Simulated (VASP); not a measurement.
Set up this calculation in VASP 6.6.1, as the native input.

```
Task                   : single point
Functional             : PBE
Potentials or basis    : VASP PAW PBE potentials, release 64 (Co_sv, O)
Cutoff                 : 600 eV
k mesh                 : 16 × 16 × 16
Occupations            : gaussian, width 0.1 eV
Spin                   : collinear spin, ferromagnetic start
Starting moments       : [2.75, 0.25] μB
Hubbard terms          : Co d U = 3.32 eV
Dipole correction      : no
Further INCAR settings : ALGO = Normal; EDIFF = 1e-06; NBANDS = 22
```

The structure of CoO lies in POSCAR:

```
CoO
1.0
    0.0000000000      2.1354981568      2.1354981568
    2.1354981568      0.0000000000      2.1354981568
    2.1354981568      2.1354981568      0.0000000000
Co O
1 1
Direct
    0.0000000000      0.0000000000      0.0000000000
    0.5000000000      0.5000000000      0.5000000000
```

The input as run:

INCAR

```
SYSTEM = CoO
  PREC = Accurate
  ENCUT = 600
  EDIFF = 1E-6
  ISMEAR = 0
  SIGMA = 0.1
  LREAL = .FALSE.
  LASPH = .TRUE.
  NELM = 200
  ALGO = Normal
  ISIF = 2
  LWAVE = .FALSE.
  LCHARG = .FALSE.
  ISPIN = 2
  MAGMOM = 2.75 0.25
  LORBIT = 11
  LMAXMIX = 4
  LDAU = .TRUE.
  LDAUTYPE = 2
  LDAUL = 2 -1
  LDAUU = 3.32 0
  LDAUJ = 0 0
  LDAUPRINT = 1
  GGA = PE
  NBANDS = 22
  GGA_COMPAT = .FALSE.
```

KPOINTS

```
regular mesh
0
G
  16 16 16
  0 0 0
```

Potentials or basis: VASP PAW PBE potentials, release 64 (Co_sv, O).

The run is started by

```bash
$ cat potpaw_PBE.64/Co_sv/POTCAR potpaw_PBE.64/O/POTCAR > POTCAR
$ mpirun -np 1 vasp_std > vasp.out
```

Results of the run:

The pressure is -3.6 GPa, the band gap on the k mesh is zero (filled and empty bands overlap) and the net moment is 3.00 μB per cell. The site moments are Co +2.69; O +0.25 μB. The valence electrons inside the program's atomic spheres are Co 14.87; O 5.00.

Caveat: the cell stands under tension; a cell with one magnetic atom can't hold antiferromagnetic order, which such compounds often take.

It took 89 s on 1 thread of Intel(R) Xeon(R) Platinum 8259CL CPU @ 2.50GHz (Skylake/Cascade Lake), on a shared host, peak memory 0.23 GiB.
